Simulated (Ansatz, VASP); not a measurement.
One calculation of CdTe, two programs

The input INCAR:

```
PREC = Accurate
ENCUT = 520
EDIFF = 1E-7
ISMEAR = 0
SIGMA = 0.05
LREAL = F
LASPH = T
NELM = 100
ALGO = Normal
ISIF = 2
LWAVE = F
LCHARG = F
GGA = PS
NBANDS = 16
```

KPOINTS

```
regular mesh
0
Gamma
  8 8 8
```

File POSCAR:

```
CdTe
1.0
    0.0000000000      3.2050000000      3.1088500000
    3.2050000000      0.0000000000      3.1088500000
    3.2050000000      3.2050000000      0.0000000000
Cd Te
1 1
Direct
    0.0000000000      0.0000000000      0.0000000000
    0.7500000000      0.7500000000      0.7500000000
```

Input for Ansatz:

```yaml
crystal:
  lattice:
    - [0.0, 3.205, 3.10885]
    - [3.205, 0.0, 3.10885]
    - [3.205, 3.205, 0.0]
  atoms:
    - { symbol: Cd, position: [0.0, 0.0, 0.0] }
    - { symbol: Te, position: [0.75, 0.75, 0.75] }
basis:
  ecutwfc: 420
kpoints:
  mp_grid: { grid: [8, 8, 8] }
hamiltonian:
  xc: pbesol
scf:
  occupations: { method: gaussian, width: 0.05 }
output:
  forces: true
  stress: true
  eigenvalues: true
```

Change from the starting cell: strain +0.000 along x and y, -0.030 along z, atoms carried along.

Alike in both runs: task single point; functional PBEsol; k mesh 8 × 8 × 8; occupations gaussian, width 0.05 eV; no spin polarisation.

|  | VASP | Ansatz |
| --- | --- | --- |
| version | VASP 6.6.1 | Ansatz 0.2.0 |
| potentials or method | VASP PAW PBE potentials, release 64 (Cd, Te), cutoff 520 eV | scalar-relativistic, plane waves, PAW |
| valence electrons in the cell | 18 | 36 |

Ansatz gave:

- gap on the k mesh at the Fermi level (eV): 0.78
- least direct gap on the mesh (eV): 0.78
- pressure (GPa): 3.3
- traceless stress, the component that is largest in VASP (GPa): 0.27

Which values does VASP return?

gap on the k mesh at the Fermi level (eV): 0.78; least direct gap on the mesh (eV): 0.78; pressure (GPa): 3.5; traceless stress, the component that is largest in VASP (GPa): 0.26.

VASP's potentials were made for PBE, not for PBEsol. VASP's potentials hold 18 valence electrons a cell and Ansatz's 36, so a difference there can come from the potentials and not from the codes.

Spin-orbit coupling is off throughout.
